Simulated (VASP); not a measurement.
# AlN (P6_3mc) in VASP: a series of runs, part 2 of 2

VASP 6.6.1. The steps go on from the part before.

**4. Single point, LDA**

This run uses another cell than the first one, of 9.58 Å³/atom, 0.981 times its volume.

File INCAR:

```
PREC     = Accurate       # precision mode
ENCUT    = 520            # plane-wave cutoff, eV
EDIFF    = 1E-7           # SCF threshold, eV
ISMEAR   = 0              # smearing method
SIGMA    = 0.01           # smearing width, eV
LREAL    = F              # projectors in reciprocal space
LASPH    = T              # aspherical terms in the spheres
NELM     = 80             # most SCF steps
ALGO     = Normal         # electronic algorithm
ISIF     = 2              # what is computed and relaxed
LWAVE    = F              # write WAVECAR
LCHARG   = F              # write CHGCAR
NBANDS   = 16             # bands
```

File KPOINTS:

```
regular mesh
0
Gamma
  8 8 4
```

File POSCAR:

```
AlN
1.0
    3.0297051255      0.0000000000      0.0000000000
   -1.5148525628      2.6238016047      0.0000000000
    0.0000000000      0.0000000000      4.8225057304
Al N
2 2
Direct
    0.3333333333      0.6666666667     -0.0017916371
    0.6666666667      0.3333333333      0.4982083629
    0.3333333333      0.6666666667      0.3817916371
    0.6666666667      0.3333333333      0.8817916371
```

Potentials or basis: VASP PAW LDA potentials, release 64 (Al, N).

Run with:

```
cat potpaw_LDA.64/Al/POTCAR potpaw_LDA.64/N/POTCAR > POTCAR
mpirun -np 1 vasp_std > vasp.out
```

OUTCAR:

```text
PREC = Accurate
   ENCUT = 520
   EDIFF = 1E-7
   ISMEAR = 0
   LREAL = F
   LASPH = T
   NELM = 80
   ISIF = 2

 ion  position               nearest neighbor table
   1  0.333  0.667  0.998-   4 1.84   4 1.84   4 1.84   3 1.85   2 2.98   2 2.98   2 2.98   2 2.98
                             2 2.98   2 2.98
   2  0.667  0.333  0.498-   3 1.84   3 1.84   3 1.84   4 1.85   1 2.98   1 2.98   1 2.98   1 2.98
                             1 2.98   1 2.98
   3  0.333  0.667  0.382-   2 1.84   2 1.84   2 1.84   1 1.85
   4  0.667  0.333  0.882-   1 1.84   1 1.84   1 1.84   2 1.85

  LATTYP: Found a hexagonal cell.
 ALAT       =     3.0297051255
 C/A-ratio  =     1.5917409552

  Lattice vectors:

 A1 = (   3.0297051255,   0.0000000000,   0.0000000000)
 A2 = (  -1.5148525628,   2.6238016047,   0.0000000000)
 A3 = (   0.0000000000,   0.0000000000,   4.8225057304)

Analysis of symmetry for initial positions (statically):
=====================================================================
 Subroutine PRICEL returns:
 Original cell was already a primitive cell.

[... 179 lines left out ...]
 cond. band min:      11.7622162273   @ k =   0.0000   0.0000   0.0000
 fundamental gap:      4.9616554935
 Fermi energy:         6.8628568221

 k-point     1 :       0.0000    0.0000    0.0000
  band No.  band energies     occupation
      1      -8.8201      2.00000
      2      -6.2905      2.00000
      3       0.3245      2.00000
      4       5.8011      2.00000
      5       5.8011      2.00000
      6       6.4920      2.00000
[... 433 lines left out ...]
      3       1.3285      2.00000
      4       1.3285      2.00000
      5       5.1848      2.00000
      6       5.1848      2.00000
[... 8 lines left out ...]
     15      20.5236      0.00000
     16      20.5236      0.00000

 [... further k-points ...]

------------------------ aborting loop because EDIFF is reached ----------------------------------------

  FORCE on cell =-STRESS in cart. coord.  units (eV):
  Direction    XX          YY          ZZ          XY          YZ          ZX
  --------------------------------------------------------------------------------------
  -------------------------------------------------------------------------------------
  Total        3.8073615      3.8073615      3.7955864     -0.0000000      0.0000000      0.0000000
  in kB      159.1221315    159.1221315    158.6300099     -0.0000000      0.0000000      0.0000000
  external PRESSURE =     158.9580909 kB  Pullay stress =       0.0000000 kB

 VOLUME and BASIS-vectors are now :
 -----------------------------------------------------------------------------
  energy-cutoff  :      520.00
  volume of cell :       38.34
      direct lattice vectors                 reciprocal lattice vectors
     3.029705126  0.000000000  0.000000000     0.330065125  0.190563189  0.000000000
    -1.514852563  2.623801605  0.000000000     0.000000000  0.381126377  0.000000000
     0.000000000  0.000000000  4.822505730     0.000000000  0.000000000  0.207361081

 POSITION                                       TOTAL-FORCE (eV/Angst)
 -----------------------------------------------------------------------------------
     -0.00000      1.74920      4.81387        -0.000000     -0.000000     -0.001392
      1.51485      0.87460      2.40261        -0.000000      0.000000     -0.001392
     -0.00000      1.74920      1.84119         0.000000     -0.000000      0.001392
      1.51485      0.87460      4.25245        -0.000000      0.000000      0.001392
 -----------------------------------------------------------------------------------
    total drift:                               -0.000000     -0.000000      0.000445

  FREE ENERGIE OF THE ION-ELECTRON SYSTEM (eV)
  ---------------------------------------------------
  free  energy   TOTEN  =       -32.7161342066 eV

  energy  without entropy=      -32.7161342066  energy(sigma->0) =      -32.71613421
```

OSZICAR:

```text
N       E                     dE             d eps       ncg     rms          rms(c)
DAV:   1     0.377081233684E+02    0.37708E+02   -0.75600E+03   960   0.912E+02
DAV:   2    -0.352212734672E+02   -0.72929E+02   -0.67379E+02  1384   0.182E+02
DAV:   3    -0.381525860953E+02   -0.29313E+01   -0.29223E+01  1168   0.366E+01
DAV:   4    -0.381663598331E+02   -0.13774E-01   -0.13773E-01  1216   0.304E+00
DAV:   5    -0.381664878940E+02   -0.12806E-03   -0.12806E-03  1160   0.286E-01    0.129E+01
DAV:   6    -0.328476258202E+02    0.53189E+01   -0.11475E+01  1000   0.246E+01    0.458E+00
DAV:   7    -0.327774089573E+02    0.70217E-01   -0.56996E-01  1192   0.502E+00    0.294E+00
DAV:   8    -0.327190561328E+02    0.58353E-01   -0.62797E-02  1024   0.210E+00    0.334E-01
DAV:   9    -0.327160493966E+02    0.30067E-02   -0.48005E-03  1200   0.507E-01    0.205E-01
DAV:  10    -0.327161765970E+02   -0.12720E-03   -0.53874E-04  1064   0.147E-01    0.922E-02
DAV:  11    -0.327161344032E+02    0.42194E-04   -0.83147E-05  1152   0.677E-02    0.161E-02
DAV:  12    -0.327161342954E+02    0.10775E-06   -0.12746E-06  1152   0.850E-03    0.497E-03
DAV:  13    -0.327161342066E+02    0.88772E-07   -0.42965E-07  1160   0.475E-03
   1 F= -.32716134E+02 E0= -.32716134E+02  d E =-.308371E-21
```

stdout:

```text
POSCAR found type information on POSCAR AlN
 POSCAR found :  2 types and       4 ions
 scaLAPACK will be used
 LDA part: xc-table for (Slater(with rela. corr.)+CA(PZ))
 , standard interpolation
 POSCAR, INCAR and KPOINTS ok, starting setup
 FFT: planning ... GRIDC
 FFT: planning ... GRID_SOFT
 FFT: planning ... GRID
 WAVECAR not read
 entering main loop
```

Run time: 5.9 s. Hardware: 1 thread of Intel Xeon 6975P-C (Granite Rapids), shared host; peak memory 0.13 GiB.

What came out:

```yaml
Free_energy: -32.7161 eV
Pressure: 15.9 GPa
Band_gap_on_the_k_mesh: 4.96 eV, direct
```

**5. Single point, LDA**

This run uses another cell than the first one, of 10.12 Å³/atom, 1.035 times its volume.

File INCAR:

```
PREC     = Accurate       # precision mode
ENCUT    = 520            # plane-wave cutoff, eV
EDIFF    = 1E-6           # SCF threshold, eV
ISMEAR   = 0              # smearing method
SIGMA    = 0.01           # smearing width, eV
LREAL    = F              # projectors in reciprocal space
LASPH    = T              # aspherical terms in the spheres
NELM     = 60             # most SCF steps
ALGO     = Normal         # electronic algorithm
ISIF     = 2              # what is computed and relaxed
LWAVE    = F              # write WAVECAR
LCHARG   = F              # write CHGCAR
GGA      = CA             # functional
NBANDS   = 16             # bands
```

KPOINTS is that of step 4.

File POSCAR:

```
AlN
1.0
    3.0797840034      0.0000000000      0.0000000000
   -1.5398920017      2.6671711851      0.0000000000
    0.0000000000      0.0000000000      4.9256357561
Al N
2 2
Direct
    0.3333333333      0.6666666667     -0.0010809169
    0.6666666667      0.3333333333      0.4989190831
    0.3333333333      0.6666666667      0.3810809169
    0.6666666667      0.3333333333      0.8810809169
```

Potentials or basis: VASP PAW LDA potentials, release 64 (Al, N).

Run with:

```
cat potpaw_LDA.64/Al/POTCAR potpaw_LDA.64/N/POTCAR > POTCAR
mpirun -np 1 vasp_std > vasp.out
```

OUTCAR:

```text
PREC = Accurate
   ENCUT = 520
   EDIFF = 1E-6
   ISMEAR = 0
   LREAL = F
   LASPH = T
   NELM = 60
   ISIF = 2
   GGA = CA

 ion  position               nearest neighbor table
   1  0.333  0.667  0.999-   4 1.87   4 1.87   4 1.87   3 1.88   2 3.04   2 3.04   2 3.04   2 3.04
                             2 3.04   2 3.04
   2  0.667  0.333  0.499-   3 1.87   3 1.87   3 1.87   4 1.88   1 3.04   1 3.04   1 3.04   1 3.04
                             1 3.04   1 3.04
   3  0.333  0.667  0.381-   2 1.87   2 1.87   2 1.87   1 1.88
   4  0.667  0.333  0.881-   1 1.87   1 1.87   1 1.87   2 1.88

  LATTYP: Found a hexagonal cell.
 ALAT       =     3.0797840034
 C/A-ratio  =     1.5993445484

  Lattice vectors:

 A1 = (   3.0797840034,   0.0000000000,   0.0000000000)
 A2 = (  -1.5398920017,   2.6671711851,   0.0000000000)
 A3 = (   0.0000000000,   0.0000000000,   4.9256357561)

Analysis of symmetry for initial positions (statically):
=====================================================================
 Subroutine PRICEL returns:
 Original cell was already a primitive cell.

[... 179 lines left out ...]
 cond. band min:      10.7161065123   @ k =   0.0000   0.0000   0.0000
 fundamental gap:      4.5032149231
 Fermi energy:         6.2538056758

 k-point     1 :       0.0000    0.0000    0.0000
  band No.  band energies     occupation
      1      -9.0239      2.00000
      2      -6.6967      2.00000
      3       0.0126      2.00000
      4       5.3093      2.00000
      5       5.3093      2.00000
      6       5.9749      2.00000
[... 433 lines left out ...]
      3       0.9671      2.00000
      4       0.9671      2.00000
      5       4.6681      2.00000
      6       4.6681      2.00000
[... 8 lines left out ...]
     15      19.5095      0.00000
     16      19.5095      0.00000

 [... further k-points ...]

------------------------ aborting loop because EDIFF is reached ----------------------------------------

  FORCE on cell =-STRESS in cart. coord.  units (eV):
  Direction    XX          YY          ZZ          XY          YZ          ZX
  --------------------------------------------------------------------------------------
  -------------------------------------------------------------------------------------
  Total        0.6708788      0.6708788      0.6660579      0.0000000      0.0000000      0.0000000
  in kB       26.5656949     26.5656949     26.3747988      0.0000000      0.0000000      0.0000000
  external PRESSURE =      26.5020629 kB  Pullay stress =       0.0000000 kB

 VOLUME and BASIS-vectors are now :
 -----------------------------------------------------------------------------
  energy-cutoff  :      520.00
  volume of cell :       40.46
      direct lattice vectors                 reciprocal lattice vectors
     3.079784003  0.000000000  0.000000000     0.324698095  0.187464533  0.000000000
    -1.539892002  2.667171185  0.000000000     0.000000000  0.374929066  0.000000000
     0.000000000  0.000000000  4.925635756     0.000000000  0.000000000  0.203019478

 POSITION                                       TOTAL-FORCE (eV/Angst)
 -----------------------------------------------------------------------------------
     -0.00000      1.77811      4.92031        -0.000000      0.000000     -0.001634
      1.53989      0.88906      2.45749         0.000000      0.000000     -0.001634
     -0.00000      1.77811      1.87707         0.000000     -0.000000      0.001634
      1.53989      0.88906      4.33988        -0.000000      0.000000      0.001634
 -----------------------------------------------------------------------------------
    total drift:                               -0.000000      0.000000     -0.000958

  FREE ENERGIE OF THE ION-ELECTRON SYSTEM (eV)
  ---------------------------------------------------
  free  energy   TOTEN  =       -32.8368683435 eV

  energy  without entropy=      -32.8368683435  energy(sigma->0) =      -32.83686834
```

stdout:

```text
POSCAR found type information on POSCAR AlN
 POSCAR found :  2 types and       4 ions
 scaLAPACK will be used
 LDA part: xc-table for (Slater(with rela. corr.)+CA(PZ))
 , standard interpolation
 POSCAR, INCAR and KPOINTS ok, starting setup
 FFT: planning ... GRIDC
 FFT: planning ... GRID_SOFT
 FFT: planning ... GRID
 WAVECAR not read
 entering main loop
```

It took 5.6 s on 1 thread of Intel Xeon 6975P-C (Granite Rapids), shared host; peak memory 0.14 GiB.

Results:

```yaml
Free_energy: -32.8369 eV
Pressure: 2.7 GPa
Band_gap_on_the_k_mesh: 4.50 eV, direct
```

Levels at points of the mesh, in eV from the valence-band top:
```
           k point  band 4  band 5  band 6  band 7  band 8  band 9  band 10  band 11  band 12  band 13
(0.00, 0.00, 0.00)   -0.90   -0.90   -0.24   -0.24    0.00    4.50     6.80    10.73    11.15    11.15
(0.50, 0.00, 0.00)   -4.28   -3.46   -2.17   -1.86   -0.72    5.74     5.75     8.34    10.36    10.90
(0.00, 0.00, 0.50)   -3.39   -0.58   -0.58   -0.58   -0.58    6.68     6.68    10.40    10.40    11.48
(0.50, 0.00, 0.50)   -5.79   -1.53   -1.53   -1.41   -1.41    5.29     5.29     9.26     9.26    12.02
```

**6. Single point, LDA**

This run uses another cell than the first one, of 10.12 Å³/atom, 1.035 times its volume.

File INCAR:

```
SYSTEM = AlN
PREC = Accurate ; ENCUT = 520
EDIFF = 1E-7 ; ISMEAR = 0
SIGMA = 0.01 ; LREAL = .False.
LASPH = .True. ; NELM = 80
ALGO = Normal ; ISIF = 2
LWAVE = .False. ; LCHARG = .True.
GGA = CA ; LELF = .True.
LVHAR = .True. ; NBANDS = 16
```

File KPOINTS:

```
regular mesh
0
Gamma
  8 8 4
  0 0 0
```

POSCAR: that of step 5 with these lines changed.

```diff
@@ -3,3 +3,3 @@
     3.0797840034      0.0000000000      0.0000000000
-   -1.5398920017      2.6671711851      0.0000000000
+   -1.5398920017      2.6671711852      0.0000000000
     0.0000000000      0.0000000000      4.9256357561
```

Potentials or basis: VASP PAW LDA potentials, release 64 (Al, N).

Run with:

```
cat potpaw_LDA.64/Al/POTCAR potpaw_LDA.64/N/POTCAR > POTCAR
mpirun -np 1 vasp_std > vasp.out
```

Run time: 6.5 s. Hardware: 1 thread of Intel Xeon 6975P-C (Granite Rapids), shared host; peak memory 0.14 GiB.

The run converged. Its results:

| Item | Value |
| --- | --- |
| Free energy | -32.8369 eV |
| Pressure | 2.7 GPa |
| Band gap on the k mesh | 4.50 eV, direct |

Levels at points of the mesh, in eV from the valence-band top:
| k point | band 5 | band 6 | band 7 | band 8 | band 9 | band 10 | band 11 | band 12 |
| --- | --- | --- | --- | --- | --- | --- | --- | --- |
| (0.00, 0.00, 0.00) | -0.90 | -0.24 | -0.24 | 0.00 | 4.50 | 6.80 | 10.73 | 11.15 |
| (0.50, 0.00, 0.00) | -3.46 | -2.17 | -1.86 | -0.72 | 5.74 | 5.75 | 8.35 | 10.36 |
| (0.00, 0.00, 0.50) | -0.58 | -0.58 | -0.58 | -0.58 | 6.68 | 6.68 | 10.40 | 10.40 |
| (0.50, 0.00, 0.50) | -1.53 | -1.53 | -1.41 | -1.41 | 5.29 | 5.29 | 9.26 | 9.26 |

**7. The runs side by side**

```tsv
cell	gap on the mesh (eV)	pressure (GPa)
a = 3.048, b = 3.048, c = 4.860 Å, angles 90.0, 90.0, 120.0°, 4 atoms	4.80	10.8
a = 3.030, b = 3.030, c = 4.823 Å, angles 90.0, 90.0, 120.0°, 4 atoms	4.96	15.9
a = 3.080, b = 3.080, c = 4.926 Å, angles 90.0, 90.0, 120.0°, 4 atoms	4.50	2.7
```

Alike in all rows: task single point; level LDA; potentials or basis VASP PAW LDA potentials, release 64 (Al, N); no spin polarisation; k mesh 8 × 8 × 4; cutoff (eV) 520; smearing gaussian 0.01 eV.

Absolute energies hang on the potentials; compare differences alone.

**8. How close it comes**

Step 6. A measured gap of AlN is 6.0343 eV (an exciton energy, a little under the gap; 0 K; quoted in “Structural and optical properties of self-assembled AlN nanowires grown on SiO2/Si substrates by molecular beam epitaxy”, 2024, arxiv:2402.00216); the calculated 4.50 eV misses it by -1.53 eV. 2 values of this kind are on record (6.034 to 6.0343 eV); this one was drawn at random. The value is that of LDA, without temperature or zero-point motion. Semilocal functionals fall short of measured gaps as a rule.
